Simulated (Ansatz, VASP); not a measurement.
One calculation of InTe2Cl, two programs

Contents of INCAR:

```
SYSTEM = InTe2Cl
  ALGO = Normal
  EDIFF = 1E-7
  ENCUT = 520
  GGA = PE
  ISIF = 2
  ISMEAR = -1
  LASPH = .TRUE.
  LCHARG = .TRUE.
  LELF = .TRUE.
  LREAL = .FALSE.
  LVHAR = .TRUE.
  LWAVE = .FALSE.
  NBANDS = 24
  NELM = 80
  PREC = Accurate
  SIGMA = 0.0602
```

The input KPOINTS:

```
k-points
0
G
  9 9 9
  0 0 0
```

POSCAR

```
InTe2Cl
1.0
    2.1970800000      3.8054520000      0.0000000000
   -2.1970800000      3.8054520000      0.0000000000
    0.0000000000     -2.5369650000      7.7135340000
Te Cl In
2 1 1
Direct
    0.2430000000      0.2430000000      0.7290000000
    0.7570000000      0.7570000000      0.2710000000
    0.5000000000      0.5000000000      0.5000000000
    0.0000000000      0.0000000000      0.0000000000
```

Input for Ansatz:

```yaml
crystal:
  lattice:
    - [2.19708, 3.805452, 0.0]
    - [-2.19708, 3.805452, 0.0]
    - [0.0, -2.536965, 7.713534]
  atoms:
    - { symbol: Te, position: [0.243, 0.243, 0.729] }
    - { symbol: Te, position: [0.757, 0.757, 0.271] }
    - { symbol: Cl, position: [0.5, 0.5, 0.5] }
    - { symbol: In, position: [0.0, 0.0, 0.0] }
  symmetry: { tolerance: 0.0003 }
kpoints:
  mp_grid: { grid: [9, 9, 9], shift: [0, 0, 0] }
  band_path:
    path:
      - [0.0, 0.0, 0.0]
      - [0.0, 0.0, 0.5]
      - [0.31530431, -0.31530431, 0.5]
      - [0.31530431, -0.36939138, 0.18469569]
      - [0.5, 0.0, 0.0]
      - [0.0, 0.0, 0.0]
      - [0.34234784, -0.34234784, 0.0]
      - [0.31530431, -0.34234784, 0.34234784]
      - [0.0, -0.5, 0.5]
      - [0.0, 0.0, 0.0]
    npoints: 6
magnetization:
  spin_polarized: false
scf:
  occupations: { method: fermi_dirac, width: 0.0602 }
  lower_state_search: "off"
  max_iter: 200
hamiltonian:
  pseudopotentials: { kind: paw }
  xc: pbe
basis:
  ecutwfc: 420
  fft_grid_basis: typed
output:
  forces: true
  stress: true
  eigenvalues: true
  bader: true
  populations: true
  elf: true
  write_potential: true
  volumetric_format: npy
  dos:
    e_range: [-12, 8]
    de: 0.05
    projected: { site_lists: { Cl: [Cl], In: [In], Te: [Te] } }
checkpoint:
  read: saved_state
```

Alike in both runs: task single point; functional PBE; k mesh 9 × 9 × 9; occupations fermi-dirac, width 0.0602 eV; no spin polarisation.

|  | VASP | Ansatz |
| --- | --- | --- |
| version | VASP 6.6.1 | Ansatz 0.2.0 |
| potentials or method | VASP PAW PBE potentials, release 64 (Te, Cl, In_d), cutoff 520 eV | PAW plane waves |
| valence electrons in the cell | 32 | 52 |

|  | VASP | Ansatz | Ansatz less VASP |
| --- | --- | --- | --- |
| pressure (GPa) | -3.2 | -3.1 | +0.05 |
| traceless stress, the component that is largest in VASP (GPa) | -2.06 | -2.06 | -0.001 |
| rms of the force components (eV/Å) | 0.648 | 0.649 | +0.0016 |

Atom by atom the forces differ by 0.002 eV/Å (rms over components). VASP's potentials hold 32 valence electrons a cell and Ansatz's 52, so a difference there can come from the potentials and not from the codes. Ansatz's warnings: structure snapped to symmetry.

Neither program's run includes spin-orbit coupling.
